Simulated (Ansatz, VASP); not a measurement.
## Ti in VASP and in Ansatz

Contents of INCAR:

```
SYSTEM = Ti
PREC     = Accurate       ! precision mode
ENCUT    = 500            ! plane-wave cutoff, eV
EDIFF    = 1E-6           ! SCF threshold, eV
ISMEAR   = -1             ! smearing method
SIGMA    = 0.05           ! smearing width, eV
LREAL    = .False.        ! projectors in reciprocal space
LASPH    = .True.         ! aspherical terms in the spheres
NELM     = 120            ! most SCF steps
ALGO     = Normal         ! electronic algorithm
ISIF     = 2              ! what is computed and relaxed
LWAVE    = .False.        ! write WAVECAR
LCHARG   = .False.        ! write CHGCAR
GGA      = CA             ! functional
NBANDS   = 12             ! bands
GGA_COMPAT= .False.
```

KPOINTS

```
regular mesh
0
Gamma
  15 15 15
  0 0 0
```

File POSCAR:

```
Ti
1.0
    0.0000000000      2.0567135898      2.0567135898
    2.0567135898      0.0000000000      2.0567135898
    2.0567135898      2.0567135898      0.0000000000
Ti
1
Direct
    0.0000000000      0.0000000000      0.0000000000
```

Input for Ansatz:

```yaml
crystal:
  lattice:
    - [0.0, 2.0567135898, 2.0567135898]
    - [2.0567135898, 0.0, 2.0567135898]
    - [2.0567135898, 2.0567135898, 0.0]
  atoms:
    - { symbol: Ti, position: [0.0, 0.0, 0.0] }
kpoints:
  mp_grid: { grid: [15, 15, 15] }
  band_path:
    path:
      - [0.0, 0.0, 0.0]
      - [0.5, 0.0, 0.5]
      - [0.625, 0.25, 0.625]
      - [0.375, 0.375, 0.75]
      - [0.0, 0.0, 0.0]
      - [0.5, 0.5, 0.5]
      - [0.5, 0.25, 0.75]
      - [0.5, 0.0, 0.5]
    npoints: 5
scf:
  occupations: { method: fermi_dirac, width: 0.05 }
hamiltonian:
  xc: lda
  pseudopotentials: { kind: all_electron, lapw: { basis_error: 0.00025 } }
output:
  forces: true
  stress: true
  eigenvalues: true
```

Change from the starting cell: volume scaled by 1.04.

Alike in both runs: task single point; functional LDA; k mesh 15 × 15 × 15; occupations fermi-dirac, width 0.05 eV; no spin polarisation.

```csv
,VASP,Ansatz
version,VASP 6.6.1,Ansatz 0.2.0
potentials or method,"VASP PAW LDA potentials, release 64 (Ti_sv), cutoff 500 eV","all-electron LAPW, scalar-relativistic"
```

```tsv
	VASP	Ansatz	Ansatz less VASP
pressure (GPa)	-8.8	-8.7	+0.14
```

LDA's correlation is that of Perdew and Zunger in VASP and of Perdew and Wang (1992) in Ansatz. Ansatz ran all-electron here, and VASP with PAW potentials.
